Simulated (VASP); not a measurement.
# BaTiO3 (P4mm) in VASP: single point with r2SCAN

Aim: the single point of BaTiO3 with r2SCAN.

Program: VASP 6.6.1. These are calculated values, not measurements. Logs are shortened: lines on timing, memory, paths and dates and some standing lists are left out, and cuts for length are marked.

### 1 The cell of the first run

The structure is tetragonal, space group P4mm (No. 99). The conventional cell has a = 3.968 Å, b = 3.968 Å, c = 3.986 Å, α = 90.00°, β = 90.00°, γ = 90.00°. Ba (site symmetry 4mm) has 12 O at 2.77 to 2.85 Å and 8 Ti at 3.40 to 3.48 Å within 3.7 Å. Ti (site symmetry 4mm) has 6 O at 1.86 to 2.13 Å within 2.5 Å. Within 2.5 Å of O (site symmetry 4mm) lie 2 Ti at 1.86 to 2.13 Å. O (site symmetry 2mm) has 2 Ti at 1.99 Å within 2.6 Å.

### 2 Single point, r2SCAN

The input, POSCAR:

```
BaTiO3
1.0
    3.9679641900      0.0000000000      0.0000000000
    0.0000000000      3.9679641900      0.0000000000
    0.0000000000      0.0000000000      3.9860193300
Ba Ti O
1 1 3
Direct
    0.0000000000      0.0000000000      0.0000000000
    0.5000000000      0.5000000000      0.4820000000
    0.5000000000      0.5000000000      0.0160000000
    0.5000000000      0.0000000000      0.5150000000
    0.0000000000      0.5000000000      0.5150000000
```

The input, INCAR.step1:

```
  PREC = Accurate
  ENCUT = 520
  ISMEAR = -1
  SIGMA = 0.1
  LREAL = False
  LASPH = True
  NELM = 80
  NBANDS = 28
  GGA = PE
  ALGO = Normal
  EDIFF = 1E-4
  LWAVE = True
  LCHARG = False
```

The input, INCAR.step2:

```
  PREC = Accurate
  ENCUT = 520
  EDIFF = 1E-7
  ISMEAR = -1
  SIGMA = 0.1
  LREAL = False
  LASPH = True
  NELM = 80
  ALGO = Normal
  ISIF = 2
  LWAVE = False
  LCHARG = False
  METAGGA = R2SCAN
  LMIXTAU = True
  NBANDS = 28
  ISTART = 1
```

The input, KPOINTS:

```
Automatic mesh
0
Gamma
  7 7 7
```

Potentials or basis: VASP PAW PBE potentials, release 64 (Ba_sv, Ti_sv, O).

Started as:

```
$ cat potpaw_PBE.64/Ba_sv/POTCAR potpaw_PBE.64/Ti_sv/POTCAR potpaw_PBE.64/O/POTCAR > POTCAR
$ cp INCAR.step1 INCAR
$ mpirun -np 1 vasp_std > vasp.out
$ cp INCAR.step2 INCAR
$ mpirun -np 1 vasp_std > vasp.out
```

OUTCAR:

```text
PREC = Accurate
   ENCUT = 520
   EDIFF = 1E-7
   ISMEAR = -1
   LREAL = False
   LASPH = True
   NELM = 80
   ISIF = 2
   METAGGA = R2SCAN
   ISTART = 1

 ion  position               nearest neighbor table
   1  0.000  0.000  0.000-   4 2.77   5 2.77   5 2.77   4 2.77   3 2.81   3 2.81   3 2.81   3 2.81
                             4 2.85   5 2.85   5 2.85   4 2.85   2 3.40   2 3.40   2 3.40   2 3.40
   2  0.500  0.500  0.482-   3 1.86   4 1.99   5 1.99   4 1.99   5 1.99   3 2.13   1 3.40   1 3.40
                             1 3.40   1 3.40   1 3.48   1 3.48   1 3.48   1 3.48
   3  0.500  0.500  0.016-   2 1.86   2 2.13   1 2.81   1 2.81   1 2.81   1 2.81
   4  0.500  0.000  0.515-   2 1.99   2 1.99   1 2.77   1 2.77   1 2.85   1 2.85
   5  0.000  0.500  0.515-   2 1.99   2 1.99   1 2.77   1 2.77   1 2.85   1 2.85

  LATTYP: Found a simple tetragonal cell.
 ALAT       =     3.9679641900
 C/A-ratio  =     1.0045502276

  Lattice vectors:

 A1 = (   3.9679641900,   0.0000000000,   0.0000000000)
 A2 = (   0.0000000000,   3.9679641900,   0.0000000000)
 A3 = (   0.0000000000,   0.0000000000,   3.9860193300)

Analysis of symmetry for initial positions (statically):
=====================================================================
 Subroutine PRICEL returns:
 Original cell was already a primitive cell.

 Routine SETGRP: Setting up the symmetry group for a
 simple tetragonal supercell.

 Subroutine GETGRP returns: Found  8 space group operations
 (whereof  8 operations were pure point group operations)
 out of a pool of 16 trial point group operations.

The static configuration has the point symmetry C_4v.

Analysis of symmetry for dynamics (positions and initial velocities):
=====================================================================
 Subroutine PRICEL returns:
 Original cell was already a primitive cell.

 Routine SETGRP: Setting up the symmetry group for a
 simple tetragonal supercell.

 Subroutine GETGRP returns: Found  8 space group operations
 (whereof  8 operations were pure point group operations)
 out of a pool of 16 trial point group operations.

The dynamic configuration has the point symmetry C_4v.

 Subroutine INISYM returns: Found  8 space group operations
 (whereof  8 operations are pure point group operations),
 and found     1 'primitive' translations

----------------------------------------------------------------------------------------

                                     Primitive cell

  volume of cell :      62.7588

  direct lattice vectors                    reciprocal lattice vectors
     3.967964190  0.000000000  0.000000000     0.252018403  0.000000000  0.000000000
     0.000000000  3.967964190  0.000000000     0.000000000  0.252018403  0.000000000
     0.000000000  0.000000000  3.986019330     0.000000000  0.000000000  0.250876857

  length of vectors
     3.967964190  3.967964190  3.986019330     0.252018403  0.252018403  0.250876857

  position of ions in fractional coordinates (direct lattice)
     0.000000000  0.000000000  0.000000000
     0.500000000  0.500000000  0.482000000
     0.500000000  0.500000000  0.016000000
     0.500000000  0.000000000  0.515000000
     0.000000000  0.500000000  0.515000000

  ion indices of the primitive-cell ions
   primitive index   ion index
                 1           1
                 2           2
                 3           3
                 4           4
                 5           5

----------------------------------------------------------------------------------------

 KPOINTS: Automatic mesh

Automatic generation of k-mesh.
 Grid dimensions read from file:
 generate k-points for:    7    7    7

 Generating k-lattice:

  Cartesian coordinates                     Fractional coordinates (reciprocal lattice)
     0.036002629  0.000000000  0.000000000     0.142857143  0.000000000  0.000000000
     0.000000000  0.036002629  0.000000000     0.000000000  0.142857143  0.000000000
     0.000000000  0.000000000  0.035839551     0.000000000  0.000000000  0.142857143

  Length of vectors
     0.036002629  0.036002629  0.035839551

  Shift w.r.t. Gamma in fractional coordinates (k-lattice)
     0.000000000  0.000000000  0.000000000

 Subroutine IBZKPT returns following result:
 ===========================================

 Found     40 irreducible k-points:

 Following reciprocal coordinates:
            Coordinates               Weight
  0.000000  0.000000  0.000000      1.000000
  0.142857  0.000000  0.000000      4.000000
  0.285714  0.000000  0.000000      4.000000
  0.428571  0.000000  0.000000      4.000000
  0.142857  0.142857  0.000000      4.000000
  0.285714  0.142857  0.000000      8.000000
[... 16 lines left out ...]
  0.285714  0.000000  0.285714      8.000000
  0.428571  0.000000  0.285714      8.000000
 [... further k-points ...]
   k-points           NKPTS =     40   k-points in BZ     NKDIM =     40   number of bands    NBANDS=     28
   number of dos      NEDOS =    301   number of ions     NIONS =      5
   total plane-waves  NPLWV =  27000
   dimension x,y,z NGX =    30 NGY =   30 NGZ =   30
   dimension x,y,z NGXF=    60 NGYF=   60 NGZF=   60
   ions per type =               1   1   3
   NGX,Y,Z   is equivalent  to a cutoff of  12.57, 12.57, 12.51 a.u.
   NGXF,Y,Z  is equivalent  to a cutoff of  25.14, 25.14, 25.02 a.u.
 SYSTEM =  unknown system
   PREC   = accura    normal or accurate (medium, high low for compatibility)
   ISTART =      1    job   : 0-new  1-cont  2-samecut
   ICHARG =      0    charge: 1-file 2-atom 10-const
   ISPIN  =      1    spin polarized calculation?
   LNONCOLLINEAR =      F non collinear calculations
   LSORBIT =      F    spin-orbit coupling
   LASPH  =      T    aspherical Exc in radial PAW
   ENCUT  =  520.0 eV  38.22 Ry    6.18 a.u.   7.38  7.38  7.41*2*pi/ulx,y,z
   NELM   =     80;   NELMIN=  2; NELMDL=  0     # of ELM steps
   EDIFF  = 0.1E-06   stopping-criterion for ELM
   LREAL  =      F    real-space projection
   EDIFFG = 0.1E-05   stopping-criterion for IOM
   NSW    =      0    number of steps for IOM
   IBRION =     -1    ionic relax: 0-MD 1-quasi-New 2-CG
   NFREE  =      0    steps in history (QN), initial steepest desc. (CG)
   ISIF   =      2    stress and relaxation
   ISYM   =      2    0-nonsym 1-usesym 2-fastsym
   POTIM  = 0.5000    time-step for ionic-motion
   TEBEG  =    0.0;   TEEND  =   0.0 temperature during run
   PSTRESS=    0.0 pullay stress
   NELECT =      40.0000    total number of electrons
   NUPDOWN=      -1.0000    fix difference up-down
   EMIN   =  10.00;   EMAX   =-10.00  energy-range for DOS
   EFERMI =   0.00;   METHOD = LEGACY
   ISMEAR =    -1;   SIGMA  =   0.10  broadening in eV -4-tet -1-fermi 0-gaus
   EFERMI_NEDOS =   21; number of points for ismear=-14 and -15
   IALGO  =     38    algorithm
   IMIX   =      4    mixing-type and parameters
     AMIX     =   0.40;   BMIX     =  1.00
     AMIX_MAG =   1.60;   BMIX_MAG =  1.00
  volume/ion in A,a.u.               =      12.55        84.70
  Fermi-wavevector in a.u.,A,eV,Ry     =   1.408867  2.662372 27.006272  1.984905
  Thomas-Fermi vector in A             =   2.530981
   LORBIT       =      0    0 simple, 1 ext, 2 COOP (PROOUT), +10 PAW based schemes
   METAGGA = R2SCAN    functional components
   LHFCALC =     F    Hartree Fock is set to
   AEXX    =    0.0000 exact exchange contribution
   IVDW    =     0    specifies the selected vdW correction
   LEPSILON=     F    determine dielectric tensor
   LRPA    =     F    only Hartree local field effects (RPA)
 non-spin polarized calculation
  energy-cutoff  :      520.00
  volume of cell :       62.76
 maximum number of plane-waves:      1743
 NGX is ok and might be reduce to    30
   NGX = 15   NGY = 15   NGZ = 15

 number of electron      39.9999979 magnetization

 Free energy of the ion-electron system (eV)
  ---------------------------------------------------
  ext. energy  EPLUGINS =         0.00000000
  ---------------------------------------------------
  free energy    TOTEN  =       -74.20571643 eV

  energy without entropy =      -74.20571445  energy(sigma->0) =      -74.20571544

 E-fermi :   4.9205     XC(G=0): -12.0360

 val. band max:        3.6455554596   @ k =   0.4286   0.4286   0.4286
 cond. band min:       5.9753139201   @ k =   0.0000   0.0000   0.0000
 fundamental gap:      2.3297584605
 Fermi energy:         4.9204878281

 k-point     1 :       0.0000    0.0000    0.0000
  band No.  band energies     occupation
      1     -54.9656      2.00000
      2     -30.1874      2.00000
      3     -30.1363      2.00000
      4     -30.1363      2.00000
      5     -21.7403      2.00000
      6     -14.2124      2.00000
[... 20 lines left out ...]
     27       9.3588      0.00000
     28      12.2265      0.00000

 k-point     2 :       0.1429    0.0000    0.0000
  band No.  band energies     occupation
      1     -54.9653      2.00000
      2     -30.1870      2.00000
      3     -30.1487      2.00000
      4     -30.1358      2.00000
      5     -21.7132      2.00000
      6     -14.2379      2.00000
[... 20 lines left out ...]
     27       9.7572      0.00000
     28      12.7125      0.00000

 k-point     3 :       0.2857    0.0000    0.0000
  band No.  band energies     occupation
      1     -54.9648      2.00000
      2     -30.1860      2.00000
      3     -30.1765      2.00000
      4     -30.1349      2.00000
      5     -21.6511      2.00000
      6     -14.3569      2.00000
[... 20 lines left out ...]
     27      10.8026      0.00000
     28      12.8143      0.00000

 k-point     4 :       0.4286    0.0000    0.0000
  band No.  band energies     occupation
      1     -54.9643      2.00000
      2     -30.1987      2.00000
      3     -30.1851      2.00000
      4     -30.1341      2.00000
      5     -21.5999      2.00000
      6     -14.4827      2.00000
[... 578 lines left out ...]
     27      11.1991      0.00000
     28      13.0909      0.00000

 k-point    23 :       0.2857    0.0000    0.2857
  band No.  band energies     occupation
      1     -54.9640      2.00000
      2     -30.2242      2.00000
      3     -30.1746      2.00000
      4     -30.1335      2.00000
      5     -21.5851      2.00000
      6     -14.1542      2.00000
[... 20 lines left out ...]
     27      12.2385      0.00000
     28      13.1774      0.00000

 k-point    24 :       0.4286    0.0000    0.2857
  band No.  band energies     occupation
      1     -54.9636      2.00000
      2     -30.2230      2.00000
      3     -30.1964      2.00000
      4     -30.1328      2.00000
      5     -21.5457      2.00000
      6     -14.1505      2.00000
[... 20 lines left out ...]
     27      12.9891      0.00000
     28      13.3988      0.00000

 [... further k-points ...]

------------------------ aborting loop because EDIFF is reached ----------------------------------------

  FORCE on cell =-STRESS in cart. coord.  units (eV):
  Direction    XX          YY          ZZ          XY          YZ          ZX
  --------------------------------------------------------------------------------------
  -------------------------------------------------------------------------------------
  Total        2.1402678      2.1402678      2.8388071      0.0000000      0.0000000      0.0000000
  in kB       54.6391333     54.6391333     72.4722220      0.0000000      0.0000000      0.0000000
  external PRESSURE =      60.5834962 kB  Pullay stress =       0.0000000 kB

 VOLUME and BASIS-vectors are now :
 -----------------------------------------------------------------------------
  energy-cutoff  :      520.00
  volume of cell :       62.76
      direct lattice vectors                 reciprocal lattice vectors
     3.967964190  0.000000000  0.000000000     0.252018403  0.000000000  0.000000000
     0.000000000  3.967964190  0.000000000     0.000000000  0.252018403  0.000000000
     0.000000000  0.000000000  3.986019330     0.000000000  0.000000000  0.250876857

 POSITION                                       TOTAL-FORCE (eV/Angst)
 -----------------------------------------------------------------------------------
      0.00000      0.00000      0.00000        -0.000000      0.000000     -0.053576
      1.98398      1.98398      1.92126         0.000000     -0.000000      0.280759
      1.98398      1.98398      0.06378         0.000000      0.000000      0.153193
      1.98398      0.00000      2.05280         0.000000      0.000000     -0.190188
      0.00000      1.98398      2.05280        -0.000000      0.000000     -0.190188
 -----------------------------------------------------------------------------------
    total drift:                                0.000000      0.000000     -0.002697

  FREE ENERGIE OF THE ION-ELECTRON SYSTEM (eV)
  ---------------------------------------------------
  free  energy   TOTEN  =       -74.2057164293 eV

  energy  without entropy=      -74.2057144537  energy(sigma->0) =      -74.20571544
```

Wall time 4.4 min (1 thread of Intel Xeon 6975P-C, shared host); peak memory 0.22 GiB.

Results:

- Free energy: -74.2057 eV
- Pressure: 6.1 GPa
- Largest force: 0.281 eV/Å
- Band gap on the k mesh: 2.33 eV, indirect (least direct gap 2.54 eV)

Forces on the atoms (eV/Å):
```
Ba   0.000  0.000 -0.054
Ti   0.000  0.000  0.281
O    0.000  0.000  0.153
O    0.000  0.000 -0.190
O    0.000  0.000 -0.190
```

Caveat: the PAW data sets were made with another functional, which shifts forces and pressure a little; spin-orbit coupling is left out, which moves the levels of the heavy elements. A k mesh can miss the band edges.
